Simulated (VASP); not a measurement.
# Si (P6/mmm) in VASP: settings compared, part 2 of 2

VASP 6.6.1. The steps go on from the part before.

**3. Single point, HF**

POSCAR reads:

```
Si
1.0
    4.1209500000      0.0000000000      0.0000000000
   -2.0604700000      3.5688500000      0.0000000000
    0.0000000000      0.0000000000      2.6547900000
Si
2
Direct
    0.3333300000      0.6666700000      0.5000000000
    0.6666700000      0.3333300000      0.5000000000
```

INCAR.step1 reads:

```
PREC = Accurate
ENCUT = 520
EDIFF = 1E-5
ISMEAR = -1
SIGMA = 0.05
LREAL = False
LASPH = True
NELM = 100
ALGO = Normal
ISIF = 2
LWAVE = True
LCHARG = False
NBANDS = 11
GGA = PE
```

INCAR.step2 reads:

```
PREC = Accurate
ENCUT = 520
EDIFF = 1E-7
ISMEAR = -1
SIGMA = 0.05
LREAL = False
LASPH = True
NELM = 100
ALGO = Normal
ISIF = 2
LWAVE = False
LCHARG = False
GGA = PE
LHFCALC = True
AEXX = 1.0
ALDAC = 0.0
AGGAC = 0.0
PRECFOCK = Normal
NBANDS = 11
ISTART = 1
```

KPOINTS reads:

```
regular mesh
0
Gamma
  4 4 5
```

Potentials or basis: VASP PAW PBE potentials, release 64 (Si).

Run with:

```bash
> cat potpaw_PBE.64/Si/POTCAR > POTCAR
> cp INCAR.step1 INCAR
> mpirun -np 1 vasp_std > vasp.out
> cp INCAR.step2 INCAR
> mpirun -np 1 vasp_std > vasp.out
```

OUTCAR:

```text
PREC = Accurate
   ENCUT = 520
   EDIFF = 1E-7
   ISMEAR = -1
   LREAL = False
   LASPH = True
   NELM = 100
   ISIF = 2
   GGA = PE
   LHFCALC = True
   AEXX = 1.0
   PRECFOCK = Normal
   ISTART = 1

 ion  position               nearest neighbor table
   1  0.333  0.667  0.500-   2 2.38   2 2.38   2 2.38
   2  0.667  0.333  0.500-   1 2.38   1 2.38   1 2.38

  LATTYP: Found a hexagonal cell.
 ALAT       =     4.1209500000
 C/A-ratio  =     0.6442179595

  Lattice vectors:

 A1 = (   4.1209500000,   0.0000000000,   0.0000000000)
 A2 = (  -2.0604700000,   3.5688500000,   0.0000000000)
 A3 = (   0.0000000000,   0.0000000000,   2.6547900000)

Analysis of symmetry for initial positions (statically):
=====================================================================
 Subroutine PRICEL returns:
 Original cell was already a primitive cell.

 Routine SETGRP: Setting up the symmetry group for a
 hexagonal supercell.

 Subroutine GETGRP returns: Found  8 space group operations
 (whereof  8 operations were pure point group operations)
 out of a pool of 24 trial point group operations.

The static configuration has the point symmetry D_2h.

Analysis of symmetry for dynamics (positions and initial velocities):
=====================================================================
 Subroutine PRICEL returns:
 Original cell was already a primitive cell.

 Routine SETGRP: Setting up the symmetry group for a
 hexagonal supercell.

 Subroutine GETGRP returns: Found  8 space group operations
 (whereof  8 operations were pure point group operations)
 out of a pool of 24 trial point group operations.

The dynamic configuration has the point symmetry D_2h.

 Subroutine INISYM returns: Found  8 space group operations
 (whereof  8 operations are pure point group operations),
 and found     1 'primitive' translations

[... 124 lines left out ...]
   HFSCREENC=   0.0000 screening length for correlation (either q_TF or 0.3 A-1)
   ENCUTFOCK=  -1.0 apply spherical cutoff to Coloumb kernel
   IVDW    =     0    specifies the selected vdW correction
   LEPSILON=     F    determine dielectric tensor
   LRPA    =     F    only Hartree local field effects (RPA)
 non-spin polarized calculation
  energy-cutoff  :      520.00
  volume of cell :       39.04
 maximum number of plane-waves:      1084
 NGX is ok and might be reduce to    32
  NGX = 24; NGY = 24; NGZ = 16

 number of electron       8.0000000 magnetization

 Free energy of the ion-electron system (eV)
  ---------------------------------------------------
  ext. energy  EPLUGINS =         0.00000000
  ---------------------------------------------------
  free energy    TOTEN  =       -17.32385354 eV

  energy without entropy =      -17.32385354  energy(sigma->0) =      -17.32385354

 E-fermi :   7.2539     XC(G=0):   0.0000

 val. band max:        6.0382611930   @ k =   0.2500   0.0000   0.2000
 cond. band min:       9.0140152945   @ k =   0.2500   0.0000   0.4000
 fundamental gap:      2.9757541015
 Fermi energy:         7.2538968359

 k-point     1 :       0.0000    0.0000    0.0000
  band No.  band energies     occupation
      1     -13.3702      2.00000
      2       0.6426      2.00000
      3       0.6431      2.00000
      4       1.6236      2.00000
      5      11.2963      0.00000
      6      11.2968      0.00000
      7      16.3040      0.00000
      8      18.8055      0.00000
      9      20.9656      0.00000
     10      27.1063      0.00000
     11      29.7751      0.00000
[... 267 lines left out ...]
 k-point    21 :      -0.2500    0.5000    0.4000
  band No.  band energies     occupation
      1      -6.4228      2.00000
      2      -3.2437      2.00000
      3       0.9771      2.00000
      4       1.3105      2.00000
      5       4.2341      2.00000
      6      14.0556      0.00000
      7      16.3233      0.00000
      8      16.4220      0.00000
      9      21.6414      0.00000
     10      22.2048      0.00000
     11      23.0169      0.00000

------------------------ aborting loop because EDIFF is reached ----------------------------------------

  FORCE on cell =-STRESS in cart. coord.  units (eV):
  Direction    XX          YY          ZZ          XY          YZ          ZX
  --------------------------------------------------------------------------------------
  -------------------------------------------------------------------------------------
  Total        1.0065616      1.0070127     -0.8876380      0.0003908      0.0000000      0.0000000
  in kB       41.3042867     41.3227960    -36.4242531      0.0160352      0.0000000      0.0000000
  external PRESSURE =      15.4009432 kB  Pullay stress =       0.0000000 kB

 VOLUME and BASIS-vectors are now :
 -----------------------------------------------------------------------------
  energy-cutoff  :      520.00
  volume of cell :       39.04
      direct lattice vectors                 reciprocal lattice vectors
     4.120950000  0.000000000  0.000000000     0.242662493  0.140100813  0.000000000
    -2.060470000  3.568850000  0.000000000     0.000000000  0.280202306  0.000000000
     0.000000000  0.000000000  2.654790000     0.000000000  0.000000000  0.376677628

 POSITION                                       TOTAL-FORCE (eV/Angst)
 -----------------------------------------------------------------------------------
     -0.00002      2.37925      1.32740         0.000639     -0.000369      0.000000
      2.06050      1.18960      1.32740        -0.000639      0.000369      0.000000
 -----------------------------------------------------------------------------------
    total drift:                               -0.000000      0.000000      0.000000

  FREE ENERGIE OF THE ION-ELECTRON SYSTEM (eV)
  ---------------------------------------------------
  free  energy   TOTEN  =       -17.3238535424 eV

  energy  without entropy=      -17.3238535424  energy(sigma->0) =      -17.32385354
```

OUTCAR.step1:

```text
PREC = Accurate
   ENCUT = 520
   EDIFF = 1E-5
   ISMEAR = -1
   LREAL = False
[... 511 lines left out ...]
     -0.00002      2.37925      1.32740         0.000518     -0.000299      0.000000
      2.06050      1.18960      1.32740        -0.000518      0.000299      0.000000
 -----------------------------------------------------------------------------------
    total drift:                                0.000000     -0.000000     -0.000000

  FREE ENERGIE OF THE ION-ELECTRON SYSTEM (eV)
  ---------------------------------------------------
  free  energy   TOTEN  =       -10.2078512549 eV

  energy  without entropy=      -10.2049954165  energy(sigma->0) =      -10.20642334
```

Wall time 8.5 min (1 thread of AMD EPYC 7R43 (Zen 3), shared host); peak memory 0.12 GiB.

What came out:

```yaml
Free_energy: -17.3239 eV
Pressure: 1.5 GPa
Band_gap_on_the_k_mesh: zero (band 4 reaches 11.60 eV, above the bottom of band 5 at 3.79 eV)
```

Stress tensor (GPa, compression positive):
```
 4.13  0.00  0.00
 0.00  4.13  0.00
 0.00  0.00 -3.64
```

Levels at points of the mesh, in eV from the Fermi level:
```tsv
k point	band 2	band 3	band 4	band 5	band 6	band 7
(0.00, 0.00, 0.00)	-6.61	-6.61	-5.63	4.04	4.04	9.05
(0.50, 0.00, 0.00)	-15.51	-8.29	-2.94	10.76	11.40	12.21
(0.50, 0.50, 0.00)	-15.51	-8.29	-2.94	10.76	11.40	12.21
```

Caveat: the k points lie up to 0.47 Å⁻¹ apart; the PAW data sets were made with another functional, which shifts forces and pressure a little.

**4. Single point, HSE06**

POSCAR is that of step 3.

INCAR.step1 reads:

```
SYSTEM = Si
PREC     = Accurate       ! precision mode
ENCUT    = 520            ! plane-wave cutoff, eV
EDIFF    = 1E-5           ! SCF threshold, eV
ISMEAR   = -1             ! smearing method
SIGMA    = 0.05           ! smearing width, eV
LREAL    = .False.        ! projectors in reciprocal space
LASPH    = .True.         ! aspherical terms in the spheres
NELM     = 100            ! most SCF steps
ALGO     = Normal         ! electronic algorithm
ISIF     = 2              ! what is computed and relaxed
LWAVE    = .True.         ! write WAVECAR
LCHARG   = .False.        ! write CHGCAR
GGA      = PE             ! functional
NBANDS   = 11             ! bands
```

INCAR.step2 reads:

```
SYSTEM = Si
PREC     = Accurate       ! precision mode
ENCUT    = 520            ! plane-wave cutoff, eV
EDIFF    = 1E-6           ! SCF threshold, eV
ISMEAR   = -1             ! smearing method
SIGMA    = 0.05           ! smearing width, eV
LREAL    = .False.        ! projectors in reciprocal space
LASPH    = .True.         ! aspherical terms in the spheres
NELM     = 100            ! most SCF steps
ALGO     = Normal         ! electronic algorithm
ISIF     = 2              ! what is computed and relaxed
LWAVE    = .False.        ! write WAVECAR
LCHARG   = .False.        ! write CHGCAR
GGA      = PE             ! functional
LHFCALC  = .True.         ! exact exchange
HFSCREEN = 0.2079         ! screening, 1/A
PRECFOCK = Normal       
ISTART   = 1            
NBANDS   = 11             ! bands
```

KPOINTS reads:

```
regular mesh
0
Gamma
  4 4 6
  0 0 0
```

Potentials or basis: VASP PAW PBE potentials, release 64 (Si).

Run with:

```bash
> cat potpaw_PBE.64/Si/POTCAR > POTCAR
> cp INCAR.step1 INCAR
> mpirun -np 1 vasp_std > vasp.out
> cp INCAR.step2 INCAR
> mpirun -np 1 vasp_std > vasp.out
```

OUTCAR:

```text
SYSTEM = Si
   PREC = Accurate
   ENCUT = 520
   EDIFF = 1E-6
   ISMEAR = -1
   LREAL = .False.
   LASPH = .True.
   NELM = 100
   ISIF = 2
   GGA = PE
   LHFCALC = .True.
   HFSCREEN = 0.2079
   PRECFOCK = Normal
   ISTART = 1

 ion  position               nearest neighbor table
   1  0.333  0.667  0.500-   2 2.38   2 2.38   2 2.38
   2  0.667  0.333  0.500-   1 2.38   1 2.38   1 2.38

  LATTYP: Found a hexagonal cell.
 ALAT       =     4.1209500000
 C/A-ratio  =     0.6442179595

  Lattice vectors:

 A1 = (   4.1209500000,   0.0000000000,   0.0000000000)
 A2 = (  -2.0604700000,   3.5688500000,   0.0000000000)
 A3 = (   0.0000000000,   0.0000000000,   2.6547900000)

Analysis of symmetry for initial positions (statically):
=====================================================================
 Subroutine PRICEL returns:
 Original cell was already a primitive cell.

 Routine SETGRP: Setting up the symmetry group for a
 hexagonal supercell.

 Subroutine GETGRP returns: Found  8 space group operations
[... 181 lines left out ...]
  band No.  band energies     occupation
      1      -7.8760      2.00000
      2       2.7106      2.00000
      3       2.7109      2.00000
      4       3.0377      2.00000
      5       7.6827      0.00000
      6       7.6830      0.00000
      7      12.1229      0.00000
      8      13.2902      0.00000
      9      15.6187      0.00000
     10      20.3820      0.00000
     11      23.0978      0.00000
[... 309 lines left out ...]
 k-point    24 :      -0.2500    0.2500    0.5000
  band No.  band energies     occupation
      1      -2.8262      2.00000
      2      -0.0138      2.00000
      3       2.9093      2.00000
      4       5.0227      2.00000
      5       5.3291      1.99984
      6      10.0074      0.00000
      7      11.0523      0.00000
      8      12.2881      0.00000
      9      13.0168      0.00000
     10      13.4313      0.00000
     11      16.2798      0.00000

 [... further k-points ...]

------------------------ aborting loop because EDIFF is reached ----------------------------------------

  FORCE on cell =-STRESS in cart. coord.  units (eV):
  Direction    XX          YY          ZZ          XY          YZ          ZX
  --------------------------------------------------------------------------------------
  -------------------------------------------------------------------------------------
  Total       -0.2654234     -0.2648271     -1.0613905      0.0005164      0.0000000      0.0000000
  in kB      -10.8916590    -10.8671901    -43.5541912      0.0211893      0.0000000      0.0000000
  external PRESSURE =     -21.7710134 kB  Pullay stress =       0.0000000 kB

 VOLUME and BASIS-vectors are now :
 -----------------------------------------------------------------------------
  energy-cutoff  :      520.00
  volume of cell :       39.04
      direct lattice vectors                 reciprocal lattice vectors
     4.120950000  0.000000000  0.000000000     0.242662493  0.140100813  0.000000000
    -2.060470000  3.568850000  0.000000000     0.000000000  0.280202306  0.000000000
     0.000000000  0.000000000  2.654790000     0.000000000  0.000000000  0.376677628

 POSITION                                       TOTAL-FORCE (eV/Angst)
 -----------------------------------------------------------------------------------
     -0.00002      2.37925      1.32740         0.000302     -0.000174     -0.000000
      2.06050      1.18960      1.32740        -0.000302      0.000174      0.000000
 -----------------------------------------------------------------------------------
    total drift:                                0.000000     -0.000000     -0.000000

  FREE ENERGIE OF THE ION-ELECTRON SYSTEM (eV)
  ---------------------------------------------------
  free  energy   TOTEN  =       -11.6924643607 eV

  energy  without entropy=      -11.6810739803  energy(sigma->0) =      -11.68676917
```

OUTCAR.step1:

```text
SYSTEM = Si
   PREC = Accurate
   ENCUT = 520
   EDIFF = 1E-5
   ISMEAR = -1
   LREAL = .False.
[... 559 lines left out ...]
     -0.00002      2.37925      1.32740         0.000343     -0.000198      0.000000
      2.06050      1.18960      1.32740        -0.000343      0.000198      0.000000
 -----------------------------------------------------------------------------------
    total drift:                                0.000000     -0.000000     -0.000000

  FREE ENERGIE OF THE ION-ELECTRON SYSTEM (eV)
  ---------------------------------------------------
  free  energy   TOTEN  =       -10.2162671067 eV

  energy  without entropy=      -10.2067161964  energy(sigma->0) =      -10.21149165
```

OSZICAR.step1:

```text
N       E                     dE             d eps       ncg     rms          rms(c)
DAV:   1     0.898988376134E+01    0.89899E+01   -0.33684E+03   616   0.594E+02
DAV:   2    -0.964502817522E+01   -0.18635E+02   -0.17796E+02   813   0.875E+01
DAV:   3    -0.102956724839E+02   -0.65064E+00   -0.64534E+00   788   0.136E+01
DAV:   4    -0.103014947157E+02   -0.58222E-02   -0.58192E-02   772   0.157E+00
DAV:   5    -0.103015380915E+02   -0.43376E-04   -0.43373E-04   799   0.130E-01    0.412E+00
DAV:   6    -0.102440971939E+02    0.57441E-01   -0.25015E-02   718   0.668E-01    0.244E+00
DAV:   7    -0.102157273072E+02    0.28370E-01   -0.49441E-02   682   0.995E-01    0.128E-01
DAV:   8    -0.102161831327E+02   -0.45583E-03   -0.26116E-03   728   0.278E-01    0.598E-02
DAV:   9    -0.102162431212E+02   -0.59989E-04   -0.69285E-05   785   0.506E-02    0.478E-02
DAV:  10    -0.102162676104E+02   -0.24489E-04   -0.32158E-05   717   0.285E-02    0.104E-02
DAV:  11    -0.102162671067E+02    0.50376E-06   -0.60886E-07   436   0.427E-03
   1 F= -.10216267E+02 E0= -.10211492E+02  d E =-.955091E-02
```

It took 4.7 min on 1 thread of Intel Xeon Platinum 8488C (Sapphire Rapids), shared host; peak memory 0.25 GiB.

Results:

```yaml
Free_energy: -11.6925 eV
Pressure: -2.2 GPa
Band_gap_on_the_k_mesh: zero (band 4 reaches 8.24 eV, above the bottom of band 5 at 3.66 eV)
```

Caveat: the k points lie up to 0.44 Å⁻¹ apart; the PAW data sets were made with another functional, which shifts forces and pressure a little.

**5. Summary**

```tsv
level	k mesh	smearing	grid for exact exchange (PRECFOCK)	screening parameter	gap on the mesh (eV)	pressure (GPa)
PBE	8 × 8 × 10	gaussian 0.027 eV	-	-	none	0.0
HF	4 × 4 × 5	fermi-dirac 0.05 eV	Normal	-	none	1.5
HSE06	4 × 4 × 6	fermi-dirac 0.05 eV	Normal	0.2079 1/Å	none	-2.2
```

Alike in all rows: task single point; potentials or basis VASP PAW PBE potentials, release 64 (Si); no spin polarisation; cell as given; cutoff (eV) 520.

Caveats: some runs use coarse meshes; the PAW data sets were made with another functional, which shifts forces and pressure a little (some runs).

Absolute energies hang on the potentials; compare differences alone.
